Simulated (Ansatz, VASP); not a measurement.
# Two plane-wave programs on Lu3Si2F

The input INCAR:

```
  PREC = Accurate
  ENCUT = 520
  EDIFF = 1E-7
  ISMEAR = 0
  SIGMA = 0.1
  LREAL = F
  LASPH = T
  NELM = 100
  ALGO = Normal
  ISIF = 2
  LWAVE = F
  LCHARG = F
  GGA = PE
  NBANDS = 54
```

The input KPOINTS:

```
Automatic mesh
0
Gamma
  6 6 4
```

File POSCAR:

```
Lu3Si2F
1.0
    5.5420937300      0.0000000000      0.0000000000
   -2.7710468700      4.7995939600      0.0000000000
    0.0000000000      0.0000000000      4.2824393900
Lu Si F
3 2 1
Direct
    0.5000000000      0.0000000000      0.5000000000
    0.5000000000      0.5000000000      0.5000000000
    0.0000000000      0.5000000000      0.5000000000
    0.3333333300      0.6666666700      0.0000000000
    0.6666666700      0.3333333300      0.0000000000
    0.0000000000      0.0000000000      0.0000000000
```

Input for Ansatz:

```yaml
crystal:
  lattice:
    - [5.54209373, 0.0, 0.0]
    - [-2.77104687, 4.79959396, 0.0]
    - [0.0, 0.0, 4.28243939]
  atoms:
    - { symbol: Lu, position: [0.5, 0.0, 0.5] }
    - { symbol: Lu, position: [0.5, 0.5, 0.5] }
    - { symbol: Lu, position: [0.0, 0.5, 0.5] }
    - { symbol: Si, position: [0.33333333, 0.66666667, 0.0] }
    - { symbol: Si, position: [0.66666667, 0.33333333, 0.0] }
    - { symbol: F, position: [0.0, 0.0, 0.0] }
basis:
  ecutwfc: 420
kpoints:
  mp_grid: { grid: [6, 6, 4] }
hamiltonian:
  xc: pbe
scf:
  occupations: { method: gaussian, width: 0.1 }
  lower_state_search: "off"
output:
  forces: true
  stress: true
  eigenvalues: true
```

Change from the starting cell: species swapped into the CeAl3Pd2 type (P6/mmm, No. 191).

Alike in both runs: task single point; functional PBE; k mesh 6 × 6 × 4; occupations gaussian, width 0.1 eV; no spin polarisation.

|  | VASP | Ansatz |
| --- | --- | --- |
| version | VASP 6.6.1 | Ansatz 0.2.0 |
| potentials or method | VASP PAW PBE potentials, release 64 (Lu, Si, F), cutoff 520 eV | scalar-relativistic, plane waves, PAW |
| valence electrons in the cell | 90 | 90 |

Ansatz gave:

```
gap on the k mesh at the Fermi level (eV)                     : none
pressure (GPa)                                                : 24.4
traceless stress, the component that is largest in VASP (GPa) : -7.01
```

Estimate VASP's values.

gap on the k mesh at the Fermi level (eV): none; pressure (GPa): 24.9; traceless stress, the component that is largest in VASP (GPa): -7.05.

A gap of «none» marks a metal or a gap that the smearing closes.

The k mesh is coarse, so the values compare programs but aren't converged. Spin-orbit coupling is off throughout.
